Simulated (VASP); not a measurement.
# Ir in VASP: further runs

Runs on Ir. Level: PBE. Tasks: single point.

All numbers are computed with VASP 6.6.1; they aren't measurements. Logs are shortened: lines on timing, memory, paths and dates and some standing lists are left out, and cuts for length are marked.

### Step 1. The cell of the first run

The cell holds a wire or tube with vacuum around it, 16 atoms: a = 14.800 Å, b = 17.000 Å, c = 3.836 Å, α = 90.00°, β = 90.00°, γ = 90.00°.

### Step 2. Single point, PBE

INCAR

```
SYSTEM = Ir
PREC = Accurate
ENCUT = 520
EDIFF = 1E-6
ISMEAR = 0
SIGMA = 0.05
LREAL = Auto
LASPH = .True.
NELM = 60
ALGO = Fast
ISIF = 2
LWAVE = .False.
LCHARG = .False.
GGA = PE
NBANDS = 86
```

KPOINTS

```
regular mesh
0
Gamma
  1 1 14
  0 0 0
```

POSCAR

```
Ir
1.0
   14.8000000000      0.0000000000      0.0000000000
    0.0000000000     17.0000000000      0.0000000000
    0.0000000000      0.0000000000      3.8360522247
Ir
16
Direct
    0.3115686725      0.5000000000      0.0000000000
    0.5629002766      0.2833349645      0.0000000000
    0.5614067806      0.5000000000      0.0000000000
    0.5629002766      0.7166650355      0.0000000000
    0.3109549167      0.3950009221      0.5000000000
    0.3109549167      0.6049990779      0.5000000000
    0.5717759300      0.3818386707      0.5000000000
    0.5717759300      0.6181613293      0.5000000000
    0.4370997234      0.2833349645      0.5000000000
    0.4385932194      0.5000000000      0.5000000000
    0.4370997234      0.7166650355      0.5000000000
    0.6884313275      0.5000000000      0.5000000000
    0.4282240700      0.3818386707      0.0000000000
    0.4282240700      0.6181613293      0.0000000000
    0.6890450833      0.3950009221      0.0000000000
    0.6890450833      0.6049990779      0.0000000000
```

Potentials or basis: VASP PAW PBE potentials, release 64 (Ir).

The run is started by

```sh
$ cat potpaw_PBE.64/Ir/POTCAR > POTCAR
$ mpirun -np 1 vasp_std > vasp.out
```

OUTCAR:

```text
SYSTEM = Ir
   PREC = Accurate
   ENCUT = 520
   EDIFF = 1E-6
   ISMEAR = 0
   LREAL = Auto
   LASPH = .True.
   NELM = 60
   ISIF = 2
   GGA = PE

 ion  position               nearest neighbor table
   1  0.312  0.500  0.000-   5 2.62   6 2.62   5 2.62   6 2.62  13 2.65  14 2.65  10 2.69  10 2.69

   2  0.563  0.283  0.000-   7 2.55   7 2.55  13 2.60  15 2.66   9 2.67   9 2.67
   3  0.561  0.500  0.000-  15 2.60  16 2.60  10 2.64  10 2.64  12 2.69  12 2.69   7 2.78   8 2.78
                             7 2.78   8 2.78  13 2.81  14 2.81
   4  0.563  0.717  0.000-   8 2.55   8 2.55  14 2.60  16 2.66  11 2.67  11 2.67
   5  0.311  0.395  0.500-  13 2.60  13 2.60  10 2.60   1 2.62   1 2.62   9 2.66
   6  0.311  0.605  0.500-  14 2.60  14 2.60  10 2.60   1 2.62   1 2.62  11 2.66
   7  0.572  0.382  0.500-   2 2.55   2 2.55  15 2.60  15 2.60   9 2.60  12 2.65   3 2.78   3 2.78
                            10 2.81  13 2.86  13 2.86
   8  0.572  0.618  0.500-   4 2.55   4 2.55  16 2.60  16 2.60  11 2.60  12 2.65   3 2.78   3 2.78
                            10 2.81  14 2.86  14 2.86
   9  0.437  0.283  0.500-  13 2.55  13 2.55   7 2.60   5 2.66   2 2.67   2 2.67
  10  0.439  0.500  0.500-   5 2.60   6 2.60   3 2.64   3 2.64   1 2.69   1 2.69  13 2.78  14 2.78
                            13 2.78  14 2.78   7 2.81   8 2.81
  11  0.437  0.717  0.500-  14 2.55  14 2.55   8 2.60   6 2.66   4 2.67   4 2.67
  12  0.688  0.500  0.500-  15 2.62  16 2.62  15 2.62  16 2.62   7 2.65   8 2.65   3 2.69   3 2.69

  13  0.428  0.382  0.000-   9 2.55   9 2.55   5 2.60   5 2.60   2 2.60   1 2.65  10 2.78  10 2.78
                             3 2.81   7 2.86   7 2.86
  14  0.428  0.618  0.000-  11 2.55  11 2.55   6 2.60   6 2.60   4 2.60   1 2.65  10 2.78  10 2.78
                             3 2.81   8 2.86   8 2.86
  15  0.689  0.395  0.000-   7 2.60   7 2.60   3 2.60  12 2.62  12 2.62   2 2.66
  16  0.689  0.605  0.000-   8 2.60   8 2.60   3 2.60  12 2.62  12 2.62   4 2.66

  LATTYP: Found a simple orthorhombic cell.
 ALAT       =     3.8360522247
 B/A-ratio  =     3.8581330840
 C/A-ratio  =     4.4316393532

  Lattice vectors:

 A1 = (   0.0000000000,   0.0000000000,   3.8360522247)
 A2 = (  14.8000000000,   0.0000000000,   0.0000000000)
 A3 = (   0.0000000000,  17.0000000000,   0.0000000000)

Analysis of symmetry for initial positions (statically):
=====================================================================
 Subroutine PRICEL returns:
 Original cell was already a primitive cell.

 Routine SETGRP: Setting up the symmetry group for a
 simple orthorhombic supercell.

 Subroutine GETGRP returns: Found  8 space group operations
 (whereof  4 operations were pure point group operations)
[... 138 lines left out ...]
   TEBEG  =    0.0;   TEEND  =   0.0 temperature during run
   PSTRESS=    0.0 pullay stress
   NELECT =     144.0000    total number of electrons
   NUPDOWN=      -1.0000    fix difference up-down
   EMIN   =  10.00;   EMAX   =-10.00  energy-range for DOS
   EFERMI =   0.00;   METHOD = LEGACY
   ISMEAR =     0;   SIGMA  =   0.05  broadening in eV -4-tet -1-fermi 0-gaus
   EFERMI_NEDOS =   21; number of points for ismear=-14 and -15
   IALGO  =     68    algorithm
   IMIX   =      4    mixing-type and parameters
     AMIX     =   0.40;   BMIX     =  1.00
     AMIX_MAG =   1.60;   BMIX_MAG =  1.00
  volume/ion in A,a.u.               =      60.32       407.07
  Fermi-wavevector in a.u.,A,eV,Ry     =   0.868288  1.640827 10.257766  0.753925
  Thomas-Fermi vector in A             =   1.986945
   LORBIT       =      0    0 simple, 1 ext, 2 COOP (PROOUT), +10 PAW based schemes
   GGA     = PE    functional components
   LHFCALC =     F    Hartree Fock is set to
   AEXX    =    0.0000 exact exchange contribution
   IVDW    =     0    specifies the selected vdW correction
   LEPSILON=     F    determine dielectric tensor
   LRPA    =     F    only Hartree local field effects (RPA)
 non-spin polarized calculation
 RMM-DIIS sequential band-by-band and
 Gauss-broadening in eV      SIGMA  =   0.05
  energy-cutoff  :      520.00
  volume of cell :      965.15
 maximum number of plane-waves:     26054
 NGX is ok and might be reduce to   112
   NGX = 55   NGY = 63   NGZ = 15

 number of electron     144.0000005 magnetization

 Free energy of the ion-electron system (eV)
  ---------------------------------------------------
  ext. energy  EPLUGINS =         0.00000000
  ---------------------------------------------------
  free energy    TOTEN  =      -120.32838729 eV

  energy without entropy =     -120.29751734  energy(sigma->0) =     -120.31295232

 E-fermi :  -1.4193     XC(G=0):  -4.5929

 val. band max:       -1.4358931385   @ k =   0.0000   0.0000   0.4286
 cond. band min:      -1.4157111325   @ k =   0.0000   0.0000   0.1429
 fundamental gap:      0.0201820059
 Fermi energy:        -1.4193020983

 k-point     1 :       0.0000    0.0000    0.0000
  band No.  band energies     occupation
      1     -11.0805      2.00000
      2      -9.6417      2.00000
      3      -9.3336      2.00000
      4      -8.6797      2.00000
      5      -8.3331      2.00000
      6      -8.2650      2.00000
[... 685 lines left out ...]
     83      -0.5457      0.00000
     84      -0.5457      0.00000
 [bands above 84 left out]

------------------------ aborting loop because EDIFF is reached ----------------------------------------

  FORCE on cell =-STRESS in cart. coord.  units (eV):
  Direction    XX          YY          ZZ          XY          YZ          ZX
  --------------------------------------------------------------------------------------
  -------------------------------------------------------------------------------------
  Total        0.8394859      0.8687084      0.9735221      0.0000000      0.0000000      0.0000000
  in kB        1.3935702      1.4420803      1.6160741      0.0000000      0.0000000      0.0000000
  external PRESSURE =       1.4839082 kB  Pullay stress =       0.0000000 kB

 VOLUME and BASIS-vectors are now :
 -----------------------------------------------------------------------------
  energy-cutoff  :      520.00
  volume of cell :      965.15
      direct lattice vectors                 reciprocal lattice vectors
    14.800000000  0.000000000  0.000000000     0.067567568  0.000000000  0.000000000
     0.000000000 17.000000000  0.000000000     0.000000000  0.058823529  0.000000000
     0.000000000  0.000000000  3.836052225     0.000000000  0.000000000  0.260684668

 POSITION                                       TOTAL-FORCE (eV/Angst)
 -----------------------------------------------------------------------------------
      4.61122      8.50000      0.00000        -0.059006      0.000000      0.000000
      8.33092      4.81669      0.00000         0.033337     -0.052830      0.000000
      8.30882      8.50000      0.00000        -0.021813      0.000000      0.000000
      8.33092     12.18331      0.00000         0.033337      0.052830      0.000000
      4.60213      6.71502      1.91803        -0.047502     -0.028602      0.000000
      4.60213     10.28498      1.91803        -0.047502      0.028602     -0.000000
[... 8 lines left out ...]
     10.19787      6.71502      0.00000         0.047502     -0.028602      0.000000
     10.19787     10.28498      0.00000         0.047502      0.028602      0.000000
 -----------------------------------------------------------------------------------
    total drift:                               -0.000000      0.000000      0.000000

  FREE ENERGIE OF THE ION-ELECTRON SYSTEM (eV)
  ---------------------------------------------------
  free  energy   TOTEN  =      -120.3283872857 eV

  energy  without entropy=     -120.2975173450  energy(sigma->0) =     -120.31295232
```

OSZICAR:

```text
N       E                     dE             d eps       ncg     rms          rms(c)
DAV:   1     0.126107598319E+04    0.12611E+04   -0.53301E+04  1376   0.135E+03
DAV:   2     0.625031872269E+02   -0.11986E+04   -0.11074E+04  1420   0.391E+02
DAV:   3    -0.110968397488E+03   -0.17347E+03   -0.16207E+03  1832   0.126E+02
DAV:   4    -0.127346014651E+03   -0.16378E+02   -0.14956E+02  2026   0.374E+01
[... 20 lines left out ...]
RMM:  25    -0.120328371351E+03   -0.20995E-04   -0.12746E-06   999   0.339E-03    0.260E-03
RMM:  26    -0.120328378539E+03   -0.71886E-05   -0.78766E-07   941   0.312E-03    0.186E-03
RMM:  27    -0.120328384300E+03   -0.57612E-05   -0.66399E-07   880   0.220E-03    0.160E-03
RMM:  28    -0.120328387072E+03   -0.27712E-05   -0.52456E-07   845   0.210E-03    0.933E-04
RMM:  29    -0.120328387286E+03   -0.21407E-06   -0.33615E-07   618   0.166E-03
   1 F= -.12032839E+03 E0= -.12031295E+03  d E =-.308699E-01
```

stdout:

```text
POSCAR found type information on POSCAR Ir
 POSCAR found :  1 types and      16 ions
 scaLAPACK will be used
 LDA part: xc-table for (Slater+PW92), standard interpolation
 POSCAR, INCAR and KPOINTS ok, starting setup
 FFT: planning ... GRIDC
 FFT: planning ... GRID_SOFT
 FFT: planning ... GRID
 WAVECAR not read
 entering main loop
```

It took 28 min on 1 thread of Oxide Virtual Turin-like, shared host; peak memory 1 GiB.

What came out:

| Quantity | Value |
| --- | --- |
| Free energy | -120.3284 eV |
| Largest force | 0.062 eV/Å |
| Band gap on the k mesh | zero (bands 72 and 73 overlap by 0.19 eV) |

Forces on the atoms (eV/Å):
```
Ir  -0.059  0.000  0.000
Ir   0.033 -0.053  0.000
Ir  -0.022  0.000  0.000
Ir   0.033  0.053  0.000
Ir  -0.048 -0.029  0.000
Ir  -0.048  0.029  0.000
Ir   0.006 -0.003  0.000
Ir   0.006  0.003  0.000
Ir  -0.033 -0.053  0.000
Ir   0.022  0.000  0.000
Ir  -0.033  0.053  0.000
Ir   0.059  0.000  0.000
Ir  -0.006 -0.003  0.000
Ir  -0.006  0.003  0.000
Ir   0.048 -0.029  0.000
Ir   0.048  0.029  0.000
```

Levels at points of the mesh, in eV from the Fermi level:
| k point | band 69 | band 70 | band 71 | band 72 | band 73 | band 74 | band 75 | band 76 |
| --- | --- | --- | --- | --- | --- | --- | --- | --- |
| (0.00, 0.00, 0.00) | -0.11 | -0.06 | 0.01 | 0.07 | 0.22 | 0.24 | 0.29 | 0.35 |
| (0.00, 0.00, 0.50) | -0.29 | -0.29 | -0.16 | -0.16 | -0.11 | -0.11 | 0.28 | 0.28 |

Caveat: spin-orbit coupling is left out, which moves the levels of the heavy elements.

### Step 3. Single point, PBE

INCAR

```
PREC = Accurate
ENCUT = 520
EDIFF = 1E-7
ISMEAR = 1
SIGMA = 0.05
LREAL = Auto
LASPH = T
NELM = 60
ALGO = Fast
ISIF = 2
LWAVE = F
LCHARG = F
GGA = PE
NBANDS = 86
```

KPOINTS

```
Automatic mesh
0
Gamma
  1 1 14
```

POSCAR is that of step 2.

Potentials or basis: VASP PAW PBE potentials, release 64 (Ir).

The run is started by

```sh
$ cat potpaw_PBE.64/Ir/POTCAR > POTCAR
$ mpirun -np 1 vasp_std > vasp.out
```

Wall time 43 min (1 thread of Oxide Virtual Turin-like, shared host); peak memory 1 GiB.

The run converged. Its results:

| Quantity | Value |
| --- | --- |
| Free energy | -120.3128 eV |
| Largest force | 0.065 eV/Å |
| Band gap on the k mesh | zero (bands 72 and 73 overlap by 0.18 eV) |

Forces on the atoms (eV/Å):
```
Ir  -0.056  0.000  0.000
Ir   0.037 -0.053  0.000
Ir  -0.025  0.000  0.000
Ir   0.037  0.053  0.000
Ir  -0.042 -0.034  0.000
Ir  -0.042  0.034  0.000
Ir   0.005  0.014  0.000
Ir   0.005 -0.014  0.000
Ir  -0.037 -0.053  0.000
Ir   0.025  0.000  0.000
Ir  -0.037  0.053  0.000
Ir   0.056  0.000  0.000
Ir  -0.005  0.014  0.000
Ir  -0.005 -0.014  0.000
Ir   0.042 -0.034  0.000
Ir   0.042  0.034  0.000
```

Levels at points of the mesh, in eV from the Fermi level:
```
           k point  band 69  band 70  band 71  band 72  band 73  band 74  band 75  band 76
(0.00, 0.00, 0.00)    -0.11    -0.06     0.01     0.07     0.22     0.24     0.29     0.35
(0.00, 0.00, 0.50)    -0.28    -0.28    -0.16    -0.16    -0.11    -0.11     0.29     0.29
```

Caveat: spin-orbit coupling is left out, which moves the levels of the heavy elements.

The gap in the log of VASP goes by the Fermi energy; the results here count the filled bands.